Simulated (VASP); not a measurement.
Input of a VASP 6.6.1 run:

INCAR

```
SYSTEM = C
PREC     = Accurate       ! precision mode
ENCUT    = 520            ! plane-wave cutoff, eV
EDIFF    = 1E-7           ! SCF threshold, eV
ISMEAR   = 0              ! smearing method
SIGMA    = 0.05           ! smearing width, eV
LREAL    = .FALSE.        ! projectors in reciprocal space
LASPH    = .TRUE.         ! aspherical terms in the spheres
NELM     = 80             ! most SCF steps
ALGO     = Normal         ! electronic algorithm
ISIF     = 2              ! what is computed and relaxed
LWAVE    = .FALSE.        ! write WAVECAR
LCHARG   = .FALSE.        ! write CHGCAR
GGA      = PE             ! functional
IVDW     = 12             ! dispersion correction
NBANDS   = 31             ! bands
```

KPOINTS

```
Automatic mesh
0
G
  7 11 3
  0 0 0
```

The input POSCAR:

```
C
1.0
    0.0000000000      1.4231666446     -3.3613878322
   -2.4649969361      0.0000000000      0.0000000000
    3.2866625815     12.2782851525      1.3399950493
C
10
Direct
   -0.0127190577      0.5601486881      0.7201115161
    0.7222866815      0.6738285141      0.0553713855
    0.7885352467      0.3954085576      0.2215564182
   -0.1452161881      1.1169886011      0.3877414508
   -0.0789676229      0.8385686446      0.5539264834
    0.7439618837      0.2477515294      0.1108136471
   -0.1897895511      0.9693315730      0.2769986797
   -0.1235409859      0.6909116165      0.4431837123
   -0.0572924207      1.4124916600      0.6093687450
    0.0089561445      1.1340717035      0.7755537776
```

Potentials or basis: VASP PAW PBE potentials, release 64 (C).

The run is started by

```bash
$ cat potpaw_PBE.64/C/POTCAR > POTCAR
$ mpirun -np 1 vasp_std > vasp.out
```

**Question.** Estimate the pressure.

**Answer.** -1.8 GPa.

**Question.** What does it give for the dispersion energy per atom?

**Answer.** -0.139 eV.

**Question.** What does it give for the largest force?

**Answer.** 2.482 eV/Å.

**Question.** Predict the band gap on the k mesh.

**Answer.** Zero (filled and empty bands touch).

Forces on the atoms (eV/Å):
```
C    0.020  2.472  0.222
C    0.095  0.893 -0.358
C    0.010  0.756  0.148
C    0.001  0.132 -0.005
C    0.001  0.141  0.009
C   -0.020 -2.472 -0.222
C   -0.001 -0.141 -0.009
C   -0.001 -0.132  0.005
C   -0.010 -0.756 -0.148
C   -0.095 -0.893  0.358
```

Caveat: the cell differs from its parent crystal (the part above a cut slid along it); forces of over 1 eV/Å act on the atoms, so gaps and moduli don't describe the material at rest.
